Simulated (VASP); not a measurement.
# I (Fm-3m) in VASP: notebook, part 2 of 2

VASP 6.6.1. The steps go on from the part before.

## (3) Single point, PBE, non-collinear spin, zero start, spin-orbit coupling

Contents of INCAR:

```
PREC     = Accurate       # precision mode
ENCUT    = 500            # plane-wave cutoff, eV
EDIFF    = 1E-6           # SCF threshold, eV
ISMEAR   = -1             # smearing method
SIGMA    = 0.15           # smearing width, eV
LREAL    = False          # projectors in reciprocal space
LASPH    = True           # aspherical terms in the spheres
NELM     = 200            # most SCF steps
ALGO     = Normal         # electronic algorithm
ISIF     = 2              # what is computed and relaxed
LWAVE    = False          # write WAVECAR
LCHARG   = False          # write CHGCAR
MAGMOM   = 0 0 0          # initial moments
LORBIT   = 11             # projections on sites
LSORBIT  = True           # spin-orbit coupling
GGA_COMPAT= False        
LORBMOM  = True         
GGA      = PE             # functional
NBANDS   = 18             # bands
```

Contents of KPOINTS:

```
Automatic mesh
0
Gamma
  4 4 4
```

Contents of POSCAR:

```
I
1.0
    0.0000000000      2.5962000000      2.5962000000
    2.5962000000      0.0000000000      2.5962000000
    2.5962000000      2.5962000000      0.0000000000
I
1
Direct
    0.0000000000      0.0000000000      0.0000000000
```

Potentials or basis: VASP PAW PBE potentials, release 64 (I).

The run is started by

```
> cat potpaw_PBE.64/I/POTCAR > POTCAR
> mpirun -np 1 vasp_ncl > vasp.out
```

It took 34 s on 1 thread of AMD EPYC 7R13, shared host; peak memory 0.2 GiB.

It converged, with:

```
Free energy                                           : -1.3856 eV
Pressure                                              : 0.9 GPa
Net moment                                            : 0.00 μB per cell
Valence electrons inside the program's atomic spheres : I 4.16
```

Moments on the atoms (μB; x, y, z):
```
I   0.00 0.00 0.00
```

Caveat: the k points lie up to 0.52 Å⁻¹ apart.

## (4) Single point, PBE, non-collinear spin, zero start, spin-orbit coupling

Contents of INCAR:

```
SYSTEM = I
  ALGO = Normal
  EDIFF = 1E-6
  ENCUT = 500
  GGA = PE
  GGA_COMPAT = .False.
  ISIF = 2
  ISMEAR = -1
  LASPH = .True.
  LCHARG = .True.
  LORBIT = 11
  LORBMOM = .True.
  LREAL = .False.
  LSORBIT = .True.
  LVHAR = .True.
  LWAVE = .False.
  MAGMOM = 0 0 0
  NBANDS = 18
  NELM = 200
  PREC = Accurate
  SIGMA = 0.15
```

Contents of KPOINTS:

```
k-points
0
Gamma
  4 4 4
  0 0 0
```

POSCAR is that of step 3.

Potentials or basis: VASP PAW PBE potentials, release 64 (I).

The run is started by

```
> cat potpaw_PBE.64/I/POTCAR > POTCAR
> mpirun -np 1 vasp_ncl > vasp.out
```

OUTCAR:

```text
SYSTEM = I
   EDIFF = 1E-6
   ENCUT = 500
   GGA = PE
   ISIF = 2
   ISMEAR = -1
   LASPH = .True.
   LORBIT = 11
   LREAL = .False.
   LSORBIT = .True.
   NELM = 200
   PREC = Accurate

 ion  position               nearest neighbor table
   1  0.000  0.000  0.000-

  LATTYP: Found a face centered cubic cell.
 ALAT       =     5.1924000000

  Lattice vectors:

 A1 = (   0.0000000000,   2.5962000000,   2.5962000000)
 A2 = (   2.5962000000,   0.0000000000,   2.5962000000)
 A3 = (   2.5962000000,   2.5962000000,   0.0000000000)

Analysis of symmetry for initial positions (statically):
=====================================================================
 Subroutine PRICEL returns:
 Original cell was already a primitive cell.

 Routine SETGRP: Setting up the symmetry group for a
 face centered cubic supercell.

 Subroutine GETGRP returns: Found 48 space group operations
[... 9 lines left out ...]

 Routine SETGRP: Setting up the symmetry group for a
 face centered cubic supercell.

 Subroutine GETGRP returns: Found 48 space group operations
 (whereof 48 operations were pure point group operations)
 out of a pool of 48 trial point group operations.

The dynamic configuration has the point symmetry O_h .
[... 344 lines left out ...]

  FREE ENERGIE OF THE ION-ELECTRON SYSTEM (eV)
  ---------------------------------------------------
  free  energy   TOTEN  =        -1.3855828077 eV

  energy  without entropy=       -1.2813367859  energy(sigma->0) =       -1.33345980

 orbital moment (x)

 # of ion     p       d       tot
 ----------------------------------------
  1         0.000   0.000   0.000
 ----------------------------------------
            0.000   0.000   0.000

 orbital moment (y)

 # of ion     p       d       tot
 ----------------------------------------
  1         0.000  -0.000  -0.000
 ----------------------------------------
            0.000  -0.000  -0.000

 orbital moment (z)

 # of ion     p       d       tot
 ----------------------------------------
  1         0.000   0.000   0.000
 ----------------------------------------
            0.000   0.000   0.000

 Spin-Orbit-Coupling matrix elements

 Ion:    1  E_soc:     -0.4210328
 l=   1
     0.0000000    -0.0700910    -0.0700910
    -0.0700910     0.0000000    -0.0700910
    -0.0700910    -0.0700910     0.0000000
 l=   2
     0.0000000    -0.0000182     0.0000000    -0.0000182    -0.0000629
    -0.0000182     0.0000000    -0.0000472    -0.0000182    -0.0000157
     0.0000000    -0.0000472     0.0000000    -0.0000472     0.0000000
    -0.0000182    -0.0000182    -0.0000472     0.0000000    -0.0000157
    -0.0000629    -0.0000157     0.0000000    -0.0000157     0.0000000
 l=   3
     0.0000000     0.0000000     0.0000000     0.0000000     0.0000000     0.0000000     0.0000000
     0.0000000     0.0000000     0.0000000     0.0000000     0.0000000     0.0000000     0.0000000
     0.0000000     0.0000000     0.0000000     0.0000000     0.0000000     0.0000000     0.0000000
     0.0000000     0.0000000     0.0000000     0.0000000     0.0000000     0.0000000     0.0000000
     0.0000000     0.0000000     0.0000000     0.0000000     0.0000000     0.0000000     0.0000000
     0.0000000     0.0000000     0.0000000     0.0000000     0.0000000     0.0000000     0.0000000
     0.0000000     0.0000000     0.0000000     0.0000000     0.0000000     0.0000000     0.0000000

 total charge

# of ion       s       p       d       tot
------------------------------------------
    1        1.546   2.596   0.020   4.162

 magnetization (x)

# of ion       s       p       d       tot
------------------------------------------
    1        0.000   0.000   0.000   0.000

 magnetization (y)

# of ion       s       p       d       tot
------------------------------------------
    1       -0.000   0.000   0.000   0.000

 magnetization (z)

# of ion       s       p       d       tot
------------------------------------------
    1        0.000  -0.000  -0.000  -0.000
```

OSZICAR:

```text
N       E                     dE             d eps       ncg     rms          rms(c)
DAV:   1     0.280583957159E+02    0.28058E+02   -0.24927E+03   288   0.603E+02
DAV:   2     0.252981268688E+00   -0.27805E+02   -0.25747E+02   404   0.115E+02
DAV:   3    -0.136078813235E+01   -0.16138E+01   -0.15955E+01   368   0.265E+01
DAV:   4    -0.138383144662E+01   -0.23043E-01   -0.23039E-01   378   0.380E+00
DAV:   5    -0.138422669343E+01   -0.39525E-03   -0.39522E-03   354   0.478E-01    0.426E+00
DAV:   6    -0.138492411761E+01   -0.69742E-03   -0.58491E-04   358   0.177E-01    0.258E+00
DAV:   7    -0.138539037194E+01   -0.46625E-03   -0.34835E-04   350   0.136E-01    0.138E+00
DAV:   8    -0.138557391285E+01   -0.18354E-03   -0.17000E-04   340   0.976E-02    0.408E-02
DAV:   9    -0.138558106416E+01   -0.71513E-05   -0.63088E-06   352   0.182E-02    0.149E-02
DAV:  10    -0.138558285833E+01   -0.17942E-05   -0.16202E-06   338   0.977E-03    0.405E-03
DAV:  11    -0.138558280768E+01    0.50643E-07   -0.44507E-08   200   0.169E-03
   1 F= -.13855828E+01 E0= -.13334598E+01  d E =-.104246E+00  mag=     0.0000    -0.0000    -0.0000
```

It took 40 s on 1 thread of AMD EPYC 7R13, shared host; peak memory 0.2 GiB.

Results:

```
Free energy                                           : -1.3856 eV
Pressure                                              : 0.9 GPa
Net moment                                            : 0.00 μB per cell
Valence electrons inside the program's atomic spheres : I 4.16
```

Moments on the atoms (μB; x, y, z):
```
I   0.00 0.00 0.00
```

Caveat: the k points lie up to 0.52 Å⁻¹ apart.
